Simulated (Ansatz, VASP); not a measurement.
# One calculation of Ca3O, two programs

The input INCAR:

```
SYSTEM = Ca3O
  ALGO = Normal
  EDIFF = 1E-6
  EDIFFG = -0.04
  ENCUT = 600
  GGA = PE
  IBRION = 2
  ISIF = 3
  ISMEAR = 0
  LASPH = .TRUE.
  LCHARG = .FALSE.
  LREAL = .FALSE.
  LWAVE = .FALSE.
  NELM = 60
  NSW = 90
  PREC = Accurate
  SIGMA = 0.1
```

The input KPOINTS:

```
k-points
0
G
  4 4 4
  0 0 0
```

Contents of POSCAR:

```
Ca3O
1.0
    4.4655592701      0.0000000000      0.0000000000
    0.0000000000      4.4655592701      0.0000000000
    0.0000000000      0.0000000000      4.4196595535
Ca O
3 1
Direct
    0.0000000000      0.5000000000      0.5000000000
    0.5000000000      0.0000000000      0.5000000000
    0.5000000000      0.5000000000      0.0000000000
    0.0000000000      0.0000000000      0.0000000000
```

Input for Ansatz:

```yaml
crystal:
  lattice:
    - [4.4655592701, 0.0, 0.0]
    - [0.0, 4.4655592701, 0.0]
    - [0.0, 0.0, 4.4196595535]
  atoms:
    - { symbol: Ca, position: [0.0, 0.5, 0.5] }
    - { symbol: Ca, position: [0.5, 0.0, 0.5] }
    - { symbol: Ca, position: [0.5, 0.5, 0.0] }
    - { symbol: O, position: [0.0, 0.0, 0.0] }
basis:
  ecutwfc: 420
kpoints:
  mp_grid: { grid: [4, 4, 4] }
hamiltonian:
  xc: pbe
scf:
  occupations: { method: gaussian, width: 0.1 }
  lower_state_search: "off"
output:
  forces: true
  stress: true
  eigenvalues: true
relax:
  adjacent_minimum: "off"
  f_tol: 0.04
  max_steps: 70
  cell: { stress_tol: 0.4 }
```

Alike in both runs: task relaxation of cell and atoms; functional PBE; k mesh 4 × 4 × 4; occupations gaussian, width 0.1 eV; no spin polarisation.

```csv
,VASP,Ansatz
version,VASP 6.6.1,Ansatz 0.2.0
potentials or method,"VASP PAW PBE potentials, release 64 (Ca_sv, O), cutoff 600 eV","scalar-relativistic, plane waves, PAW"
valence electrons in the cell,36,36
```

Ansatz gave:

```
gap on the k mesh at the Fermi level, each at its own relaxed structure (eV) : none
relaxed volume (Å³/atom)                                                     : 27.87
relaxed length of the cell vector where the two differ most in proportion (Å)              : 4.759
```

Problem. What did VASP give for the same quantities?

Solution. gap on the k mesh at the Fermi level, each at its own relaxed structure (eV): none; relaxed volume (Å³/atom): 28.12; relaxed length of the cell vector where the two differ most in proportion (Å): 4.785.

A gap of «none» marks a metal or a gap that the smearing closes.

Noted on VASP's run: the volume moved by over 15 % at a fixed basis, so the end points are rough.
